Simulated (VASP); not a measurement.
# Ni (Fm-3m) in VASP: notebook

Ni is run at these levels: PBE; tasks: single point.

Everything below comes from runs of VASP 6.6.1. Logs are shortened: lines on timing, memory, paths and dates and some standing lists are left out, and cuts for length are marked.

## (1) The cell of the first run

The structure is cubic, space group Fm-3m (No. 225). The conventional cell has a = 3.518 Å, b = 3.518 Å, c = 3.518 Å, α = 90.00°, β = 90.00°, γ = 90.00°. Ni (site symmetry m-3m) has 12 Ni at 2.49 Å within 3.3 Å.

## (2) Single point, PBE, collinear spin, ferromagnetic start

File INCAR:

```
ALGO = Fast ; EDIFF = 1E-6
ENCUT = 520 ; GGA = PE
ISIF = 2 ; ISMEAR = 0
ISPIN = 2 ; LASPH = True
LCHARG = False ; LMAXMIX = 4
LORBIT = 11 ; LREAL = False
LWAVE = False ; MAGMOM = 0.5
NBANDS = 15 ; NELM = 150
PREC = Accurate ; SIGMA = 0.05
```

File KPOINTS:

```
k-points
0
Gamma
  20 20 20
```

File POSCAR:

```
Ni
1.0
    0.0000000000      1.7591346716      1.7591346716
    1.7591346716      0.0000000000      1.7591346716
    1.7591346716      1.7591346716      0.0000000000
Ni
1
Direct
    0.0000000000      0.0000000000      0.0000000000
```

Potentials or basis: VASP PAW PBE potentials, release 64 (Ni).

The run is started by

```console
cat potpaw_PBE.64/Ni/POTCAR > POTCAR
mpirun -np 1 vasp_std > vasp.out
```

OUTCAR:

```text
EDIFF = 1E-6
   ENCUT = 520
   GGA = PE
   ISIF = 2
   ISMEAR = 0
   ISPIN = 2
   LASPH = True
   LORBIT = 11
   LREAL = False
   NELM = 150
   PREC = Accurate

 ion  position               nearest neighbor table
   1  0.000  0.000  0.000-

  LATTYP: Found a face centered cubic cell.
 ALAT       =     3.5182693432

  Lattice vectors:

 A1 = (   0.0000000000,   1.7591346716,   1.7591346716)
 A2 = (   1.7591346716,   0.0000000000,   1.7591346716)
 A3 = (   1.7591346716,   1.7591346716,   0.0000000000)

Analysis of symmetry for initial positions (statically):
=====================================================================
 Subroutine PRICEL returns:
 Original cell was already a primitive cell.

 Routine SETGRP: Setting up the symmetry group for a
 face centered cubic supercell.

 Subroutine GETGRP returns: Found 48 space group operations
 (whereof 48 operations were pure point group operations)
 out of a pool of 48 trial point group operations.

The static configuration has the point symmetry O_h .

Analysis of symmetry for dynamics (positions and initial velocities):
=====================================================================
 Subroutine PRICEL returns:
 Original cell was already a primitive cell.

 Routine SETGRP: Setting up the symmetry group for a
 face centered cubic supercell.

 Subroutine GETGRP returns: Found 48 space group operations
 (whereof 48 operations were pure point group operations)
 out of a pool of 48 trial point group operations.

The dynamic configuration has the point symmetry O_h .

Analysis of structural, dynamic, and magnetic symmetry:
=====================================================================
 Subroutine PRICEL returns:
 Original cell was already a primitive cell.

 Routine SETGRP: Setting up the symmetry group for a
 face centered cubic supercell.

 Subroutine GETGRP returns: Found 48 space group operations
 (whereof 48 operations were pure point group operations)
 out of a pool of 48 trial point group operations.

The overall configuration has the point symmetry O_h .

 Subroutine INISYM returns: Found 48 space group operations
 (whereof 48 operations are pure point group operations),
 and found     1 'primitive' translations

----------------------------------------------------------------------------------------

                                     Primitive cell

  volume of cell :      10.8875

  direct lattice vectors                    reciprocal lattice vectors
     0.000000000  1.759134672  1.759134672    -0.284230655  0.284230655  0.284230655
     1.759134672  0.000000000  1.759134672     0.284230655 -0.284230655  0.284230655
     1.759134672  1.759134672  0.000000000     0.284230655  0.284230655 -0.284230655

  length of vectors
     2.487792111  2.487792111  2.487792111     0.492301936  0.492301936  0.492301936

  position of ions in fractional coordinates (direct lattice)
     0.000000000  0.000000000  0.000000000

  ion indices of the primitive-cell ions
   primitive index   ion index
                 1           1

----------------------------------------------------------------------------------------

 KPOINTS: k-points

Automatic generation of k-mesh.
 Grid dimensions read from file:
 generate k-points for:   20   20   20

 Generating k-lattice:

  Cartesian coordinates                     Fractional coordinates (reciprocal lattice)
    -0.014211533  0.014211533  0.014211533     0.050000000  0.000000000  0.000000000
     0.014211533 -0.014211533  0.014211533     0.000000000  0.050000000  0.000000000
     0.014211533  0.014211533 -0.014211533     0.000000000  0.000000000  0.050000000

  Length of vectors
     0.024615097  0.024615097  0.024615097

  Shift w.r.t. Gamma in fractional coordinates (k-lattice)
     0.000000000  0.000000000  0.000000000

 Subroutine IBZKPT returns following result:
 ===========================================

 Found    256 irreducible k-points:

 Following reciprocal coordinates:
            Coordinates               Weight
  0.000000  0.000000  0.000000      1.000000
  0.050000  0.000000  0.000000      8.000000
  0.100000  0.000000  0.000000      8.000000
  0.150000  0.000000  0.000000      8.000000
  0.200000  0.000000  0.000000      8.000000
  0.250000  0.000000  0.000000      8.000000
[... 16 lines left out ...]
 -0.400000  0.050000  0.000000     24.000000
 -0.350000  0.050000  0.000000     24.000000
 [... further k-points ...]
   k-points           NKPTS =    256   k-points in BZ     NKDIM =    256   number of bands    NBANDS=     15
   number of dos      NEDOS =    301   number of ions     NIONS =      1
   total plane-waves  NPLWV =   8000
   dimension x,y,z NGX =    20 NGY =   20 NGZ =   20
   dimension x,y,z NGXF=    40 NGYF=   40 NGZF=   40
   ions per type =               1
   NGX,Y,Z   is equivalent  to a cutoff of  13.36, 13.36, 13.36 a.u.
   NGXF,Y,Z  is equivalent  to a cutoff of  26.73, 26.73, 26.73 a.u.
 SYSTEM =  unknown system
   PREC   = accura    normal or accurate (medium, high low for compatibility)
   ISTART =      0    job   : 0-new  1-cont  2-samecut
   ICHARG =      2    charge: 1-file 2-atom 10-const
   ISPIN  =      2    spin polarized calculation?
   LNONCOLLINEAR =      F non collinear calculations
   LSORBIT =      F    spin-orbit coupling
   LASPH  =      T    aspherical Exc in radial PAW
   ENCUT  =  520.0 eV  38.22 Ry    6.18 a.u.   4.63  4.63  4.63*2*pi/ulx,y,z
   NELM   =    150;   NELMIN=  2; NELMDL= -5     # of ELM steps
   EDIFF  = 0.1E-05   stopping-criterion for ELM
   LREAL  =      F    real-space projection
   EDIFFG = 0.1E-04   stopping-criterion for IOM
   NSW    =      0    number of steps for IOM
   IBRION =     -1    ionic relax: 0-MD 1-quasi-New 2-CG
   NFREE  =      0    steps in history (QN), initial steepest desc. (CG)
   ISIF   =      2    stress and relaxation
   ISYM   =      2    0-nonsym 1-usesym 2-fastsym
   POTIM  = 0.5000    time-step for ionic-motion
   TEBEG  =    0.0;   TEEND  =   0.0 temperature during run
   PSTRESS=    0.0 pullay stress
   NELECT =      10.0000    total number of electrons
   NUPDOWN=      -1.0000    fix difference up-down
   EMIN   =  10.00;   EMAX   =-10.00  energy-range for DOS
   EFERMI =   0.00;   METHOD = LEGACY
   ISMEAR =     0;   SIGMA  =   0.05  broadening in eV -4-tet -1-fermi 0-gaus
   EFERMI_NEDOS =   21; number of points for ismear=-14 and -15
   IALGO  =     68    algorithm
   IMIX   =      4    mixing-type and parameters
     AMIX     =   0.40;   BMIX     =  1.00
     AMIX_MAG =   1.60;   BMIX_MAG =  1.00
  volume/ion in A,a.u.               =      10.89        73.47
  Fermi-wavevector in a.u.,A,eV,Ry     =   1.591350  3.007216 34.455329  2.532395
  Thomas-Fermi vector in A             =   2.689904
   LORBIT       =     11    0 simple, 1 ext, 2 COOP (PROOUT), +10 PAW based schemes
   GGA     = PE    functional components
   LHFCALC =     F    Hartree Fock is set to
   AEXX    =    0.0000 exact exchange contribution
   IVDW    =     0    specifies the selected vdW correction
   LEPSILON=     F    determine dielectric tensor
   LRPA    =     F    only Hartree local field effects (RPA)
 spin polarized calculation
 RMM-DIIS sequential band-by-band and
 Gauss-broadening in eV      SIGMA  =   0.05
  energy-cutoff  :      520.00
  volume of cell :       10.89
 maximum number of plane-waves:       305
   NGX =  9   NGY =  9   NGZ =  9

 number of electron      10.0000009 magnetization       0.6301649

 Free energy of the ion-electron system (eV)
  ---------------------------------------------------
  ext. energy  EPLUGINS =         0.00000000
  ---------------------------------------------------
  free energy    TOTEN  =        -5.47181793 eV

  energy without entropy =       -5.46961313  energy(sigma->0) =       -5.47071553

 E-fermi :   9.3738     XC(G=0): -13.2516

 val. band max:        9.3723259790   @ k =   0.3500   0.2000   0.0500
 cond. band min:       9.3760209915   @ k =   0.4000   0.2500   0.0000
 fundamental gap:      0.0036950124
 Fermi energy:         9.3737886832

 spin component 1

 k-point     1 :       0.0000    0.0000    0.0000
  band No.  band energies     occupation
      1       0.3621      1.00000
      2       6.9267      1.00000
      3       6.9267      1.00000
      4       6.9267      1.00000
      5       8.1077      1.00000
      6       8.1077      1.00000
      7      33.0861      0.00000
      8      36.9409      0.00000
      9      36.9409      0.00000
     10      36.9409      0.00000
     11      39.8745      0.00000
     12      39.8745      0.00000
     13      39.8745      0.00000
     14      42.8460      0.00000
     15      49.1311      0.00000
[... 397 lines left out ...]
 k-point    24 :      -0.3500    0.0500    0.0000
  band No.  band energies     occupation
      1       4.1867      1.00000
      2       7.0162      1.00000
      3       7.0711      1.00000
      4       7.1923      1.00000
      5       8.4352      1.00000
      6       8.7849      1.00000
      7      18.5009      0.00000
      8      31.0444      0.00000
      9      33.4091      0.00000
     10      35.2688      0.00000
     11      37.2499      0.00000
     12      39.0882      0.00000
     13      43.3092      0.00000
     14      49.9857      0.00000
     15      51.7070      0.00000

 [... further k-points ...]

 spin component 2

 k-point     1 :       0.0000    0.0000    0.0000
  band No.  band energies     occupation
      1       0.3252      1.00000
      2       7.6891      1.00000
      3       7.6891      1.00000
      4       7.6891      1.00000
      5       8.6929      1.00000
      6       8.6929      1.00000
      7      32.9198      0.00000
      8      36.9196      0.00000
      9      36.9196      0.00000
     10      36.9196      0.00000
     11      39.9753      0.00000
     12      39.9753      0.00000
     13      39.9753      0.00000
     14      42.7200      0.00000
     15      49.3302      0.00000
[... 397 lines left out ...]
 k-point    24 :      -0.3500    0.0500    0.0000
  band No.  band energies     occupation
      1       4.4026      1.00000
      2       7.5558      1.00000
      3       7.6654      1.00000
      4       7.7062      1.00000
      5       9.1697      1.00000
      6       9.4825      0.00105
      7      18.7459      0.00000
      8      31.0103      0.00000
      9      33.4071      0.00000
     10      35.3721      0.00000
     11      37.2769      0.00000
     12      39.1062      0.00000
     13      43.3704      0.00000
     14      50.0572      0.00000
     15      51.8348      0.00000

 [... further k-points ...]
[... 5 lines left out ...]
  --------------------------------------------------------------------------------------
  -------------------------------------------------------------------------------------
  Total       -0.0220110     -0.0220110     -0.0220110      0.0000000      0.0000000      0.0000000
  in kB       -3.2390937     -3.2390937     -3.2390937      0.0000000      0.0000000      0.0000000
  external PRESSURE =      -3.2390937 kB  Pullay stress =       0.0000000 kB

 VOLUME and BASIS-vectors are now :
 -----------------------------------------------------------------------------
  energy-cutoff  :      520.00
  volume of cell :       10.89
      direct lattice vectors                 reciprocal lattice vectors
     0.000000000  1.759134672  1.759134672    -0.284230655  0.284230655  0.284230655
     1.759134672  0.000000000  1.759134672     0.284230655 -0.284230655  0.284230655
     1.759134672  1.759134672  0.000000000     0.284230655  0.284230655 -0.284230655

 POSITION                                       TOTAL-FORCE (eV/Angst)
 -----------------------------------------------------------------------------------
      0.00000      0.00000      0.00000         0.000000      0.000000      0.000000
 -----------------------------------------------------------------------------------
    total drift:                                0.000000     -0.000000      0.000000

  FREE ENERGIE OF THE ION-ELECTRON SYSTEM (eV)
  ---------------------------------------------------
  free  energy   TOTEN  =        -5.4718179316 eV

  energy  without entropy=       -5.4696131270  energy(sigma->0) =       -5.47071553

 total charge

# of ion       s       p       d       tot
------------------------------------------
    1        0.498   0.497   8.313   9.308

 magnetization (x)

# of ion       s       p       d       tot
------------------------------------------
    1       -0.007  -0.025   0.675   0.643
```

Run time: 49 s. Hardware: 1 thread of Intel Xeon Platinum 8559C (Emerald Rapids), shared host; peak memory 0.18 GiB.

What came out:

```yaml
Free_energy: -5.4718 eV
Pressure: -0.3 GPa
Net_moment: 0.63 μB per cell
Site_moments: Ni +0.64 μB
Valence_electrons_inside_the_program's_atomic_spheres: Ni 9.31
```

## (3) Single point, PBE, collinear spin, antiferromagnetic start

This run uses another cell than the first one: it holds 2 atoms, not 1.

File INCAR:

```
SYSTEM = Ni
PREC     = Accurate       ! precision mode
ENCUT    = 520            ! plane-wave cutoff, eV
EDIFF    = 1E-6           ! SCF threshold, eV
ISMEAR   = 0              ! smearing method
SIGMA    = 0.05           ! smearing width, eV
LREAL    = .False.        ! projectors in reciprocal space
LASPH    = .True.         ! aspherical terms in the spheres
NELM     = 150            ! most SCF steps
ALGO     = Fast           ! electronic algorithm
ISIF     = 2              ! what is computed and relaxed
LWAVE    = .False.        ! write WAVECAR
LCHARG   = .False.        ! write CHGCAR
ISPIN    = 2              ! spin polarisation
MAGMOM   = 0.8 -0.8       ! initial moments
LORBIT   = 11             ! projections on sites
LMAXMIX  = 4              ! l up to which the mixer works
GGA      = PE             ! functional
NBANDS   = 21             ! bands
```

File KPOINTS:

```
Automatic mesh
0
Gamma
  20 20 10
  0 0 0
```

File POSCAR:

```
Ni
1.0
    0.0000000000      1.7591346716      1.7591346716
    3.5182693432      1.7591346716      1.7591346716
    3.5182693432      3.5182693432      0.0000000000
Ni
2
Direct
    0.0000000000      0.0000000000      0.0000000000
    0.0000000000      0.0000000000      0.5000000000
```

Potentials or basis: VASP PAW PBE potentials, release 64 (Ni).

The run is started by

```console
cat potpaw_PBE.64/Ni/POTCAR > POTCAR
mpirun -np 1 vasp_std > vasp.out
```

It took 5.1 min on 1 thread of Intel Xeon 6975P-C (Granite Rapids), shared host; peak memory 0.36 GiB.

Results (log left out):

* Free energy: -10.8351 eV
* Pressure: -1.0 GPa
* Band gap on the k mesh: zero (filled and empty bands overlap)
* Net moment: 0.00 μB per cell
* Site moments: Ni +0.20, -0.20 μB
* Valence electrons inside the program's atomic spheres: Ni 9.31

Stress tensor (GPa, compression positive):
```
-1.26  0.00  0.00
 0.00 -0.88  0.00
 0.00  0.00 -0.88
```

Levels at points of the mesh, in eV from the Fermi level:
Spin up:
```
           k point  band 8  band 9  band 10  band 11  band 12  band 13
(0.00, 0.00, 0.00)   -0.74   -0.02     0.18     0.18     2.62     9.54
(0.50, 0.00, 0.00)   -0.13   -0.13    -0.03     0.02     0.11     6.05
(0.50, 0.50, 0.00)    0.17    0.17     0.40     2.62     2.62     9.53
(0.00, 0.00, 0.50)   -1.15   -0.85    -0.69     1.32     1.59    11.79
(0.50, 0.00, 0.50)   -0.71   -0.04     0.40     8.01     8.01     8.02
(0.00, 0.50, 0.50)   -1.06   -0.91    -0.91    -0.44    -0.34    19.48
```
Spin down:
| k point | band 7 | band 8 | band 9 | band 10 | band 11 | band 12 | band 13 | band 14 |
| --- | --- | --- | --- | --- | --- | --- | --- | --- |
| (0.00, 0.00, 0.00) | -0.75 | -0.74 | -0.02 | 0.18 | 0.18 | 2.62 | 9.54 | 15.02 |
| (0.50, 0.00, 0.00) | -0.13 | -0.13 | -0.13 | -0.03 | 0.02 | 0.11 | 6.05 | 6.10 |
| (0.50, 0.50, 0.00) | 0.06 | 0.17 | 0.17 | 0.40 | 2.62 | 2.62 | 9.53 | 9.55 |
| (0.00, 0.00, 0.50) | -1.24 | -1.15 | -0.85 | -0.69 | 1.32 | 1.59 | 11.79 | 11.81 |
| (0.50, 0.00, 0.50) | -0.95 | -0.71 | -0.04 | 0.40 | 8.01 | 8.01 | 8.02 | 8.02 |
| (0.00, 0.50, 0.50) | -1.06 | -1.06 | -0.91 | -0.91 | -0.44 | -0.34 | 19.48 | 19.48 |

## (4) Single point, PBE, collinear spin, antiferromagnetic start

This run uses another cell than the first one: it holds 2 atoms, not 1.

File INCAR:

```
SYSTEM = Ni
PREC = Accurate
ENCUT = 520
EDIFF = 1E-7
ISMEAR = 0
SIGMA = 0.05
LREAL = .FALSE.
LASPH = .TRUE.
NELM = 150
ALGO = Fast
ISIF = 2
LWAVE = .FALSE.
LCHARG = .FALSE.
ISPIN = 2
MAGMOM = 0.8 -0.8
LORBIT = 11
LMAXMIX = 4
GGA = PE
NBANDS = 21
```

File KPOINTS:

```
regular mesh
0
G
  20 20 10
  0 0 0
```

File POSCAR:

```
Ni
1.0
    0.0000000000      1.7591346716      1.7591346716
    1.7591346716      0.0000000000      1.7591346716
    3.5182693432      3.5182693432      0.0000000000
Ni
2
Direct
    0.0000000000      0.0000000000      0.0000000000
    0.0000000000      0.0000000000      0.5000000000
```

The run is started by

```console
cat potpaw_PBE.64/Ni/POTCAR > POTCAR
mpirun -np 1 vasp_std > vasp.out
```

Wall time 4 min (1 thread of Intel Xeon 6975P-C (Granite Rapids), shared host); peak memory 0.35 GiB.

The run converged. Its results:

```
Free energy                                           : -10.8395 eV
Pressure                                              : -0.8 GPa
Band gap on the k mesh                                : zero (filled and empty bands overlap)
Net moment                                            : 0.00 μB per cell
Site moments                                          : Ni +0.29, -0.29 μB
Valence electrons inside the program's atomic spheres : Ni 9.31
```

Stress tensor (GPa, compression positive):
```
-0.84  0.31 -0.31
 0.31 -0.84 -0.31
-0.31 -0.31 -0.84
```

Levels at points of the mesh, in eV from the Fermi level:
Spin up:
```
           k point  band 8  band 9  band 10  band 11  band 12  band 13
(0.00, 0.00, 0.00)   -0.75   -0.75    -0.14    -0.02    -0.02     6.05
(0.50, 0.00, 0.00)   -0.10    0.03     0.23     0.25     2.60     6.05
(0.00, 0.00, 0.50)   -1.49   -0.75    -0.75    -0.57    -0.57    14.62
(0.50, 0.00, 0.50)   -0.94   -0.19     0.21     2.50     2.71     8.70
```
Spin down:
```tsv
k point	band 6	band 7	band 8	band 9	band 10	band 11	band 12	band 13	band 14	band 15
(0.00, 0.00, 0.00)	-1.77	-1.77	-0.75	-0.75	-0.14	-0.02	-0.02	6.05	22.31	23.81
(0.50, 0.00, 0.00)	-0.21	-0.15	-0.10	0.03	0.23	0.25	2.60	6.05	9.52	15.00
(0.00, 0.00, 0.50)	-1.85	-1.49	-1.49	-0.75	-0.75	-0.57	-0.57	14.62	14.71	23.90
(0.50, 0.00, 0.50)	-1.72	-1.11	-0.94	-0.19	0.21	2.50	2.71	8.70	8.76	14.77
```

## (5) Summary

| spin | cell | k mesh | further INCAR settings | gap on the mesh (eV) | pressure (GPa) | moment (μB) |
| --- | --- | --- | --- | --- | --- | --- |
| collinear, ferromagnetic start | a = 2.488 Å, angles 60.0°, 1 atom | 20 × 20 × 20 | ALGO = Fast; EDIFF = 1e-06; NBANDS = 15 | none | -0.3 | 0.63 |
| collinear, antiferromagnetic start | a = 2.488, b = 4.309, c = 4.976 Å, angles 30.0, 60.0, 54.7°, 2 atoms | 20 × 20 × 10 | ALGO = Fast; EDIFF = 1e-06; NBANDS = 21 | none | -1.0 | 0.00 |
| collinear, antiferromagnetic start | a = 2.488, b = 2.488, c = 4.976 Å, angles 60.0°, 2 atoms | 20 × 20 × 10 | ALGO = Fast; EDIFF = 1e-07; NBANDS = 21 | none | -0.8 | 0.00 |

Alike in all rows: task single point; level PBE; potentials or basis VASP PAW PBE potentials, release 64 (Ni); cutoff (eV) 520; smearing gaussian 0.05 eV.

Total energies depend on the potentials used, so only differences within one code and one set of settings carry meaning.
